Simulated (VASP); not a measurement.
Set up this calculation in VASP 6.6.1, as the native input.

| Property | Result |
| --- | --- |
| Task | single point |
| Functional | PBE |
| Potentials or basis | VASP PAW PBE potentials, release 64 (Ba_sv, Ti_sv, O) |
| Cutoff | 520 eV |
| k mesh | 5 × 5 × 5 |
| Occupations | fermi-dirac, width 0.05 eV |
| Spin | no spin polarisation |
| Dipole correction | no |
| Further INCAR settings | ALGO = Normal; EDIFF = 1e-06; NBANDS = 51 |

The structure of BaTiO3 lies in POSCAR:

```
BaTiO3
1.0
    2.8623222031     -4.9606363809      0.0016885924
    5.7548074050      0.0174146154     -0.0128458800
    2.8618472588     -1.6554178580      4.6761403764
Ba Ti O
2 2 6
Direct
    1.0067891115      0.9883233099      0.9983124945
    0.5067855038      0.4883286823      0.4983114226
    0.7639725502      0.7169012154      0.7555319834
    0.2639732045      0.2169027316      0.2555311773
   -0.0069911513      0.5184885211      0.9844750569
    0.4930081976      0.0184920829      0.4844730681
    0.5036988179      0.5184689239     -0.0153835236
    1.0037039380      0.0184697317      0.4846169557
    0.4931813763      1.0184614580     -0.0048841134
    0.9931784515      0.5184633432      0.4951154685
```

These files were run (other wordings do the same):

INCAR

```
SYSTEM = BaTiO3
PREC = Accurate
ENCUT = 520
EDIFF = 1E-6
ISMEAR = -1
SIGMA = 0.05
LREAL = .FALSE.
LASPH = .TRUE.
NELM = 100
ALGO = Normal
ISIF = 2
LWAVE = .FALSE.
LCHARG = .TRUE.
GGA = PE
LELF = .TRUE.
LVHAR = .TRUE.
NBANDS = 51
```

KPOINTS

```
regular mesh
0
G
  5 5 5
  0 0 0
```

Potentials or basis: VASP PAW PBE potentials, release 64 (Ba_sv, Ti_sv, O).

Command:

```sh
$ cat potpaw_PBE.64/Ba_sv/POTCAR potpaw_PBE.64/Ti_sv/POTCAR potpaw_PBE.64/O/POTCAR > POTCAR
$ mpirun -np 1 vasp_std > vasp.out
```

Results of the run:

```
Pressure               : 1.6 GPa
Largest force          : 0.091 eV/Å
Band gap on the k mesh : 2.58 eV
```

Caveat: spin-orbit coupling is left out, which moves the levels of the heavy elements.

It took 13 min on 1 thread of Intel Xeon 6975P-C (shared host), peak memory 0.55 GiB.
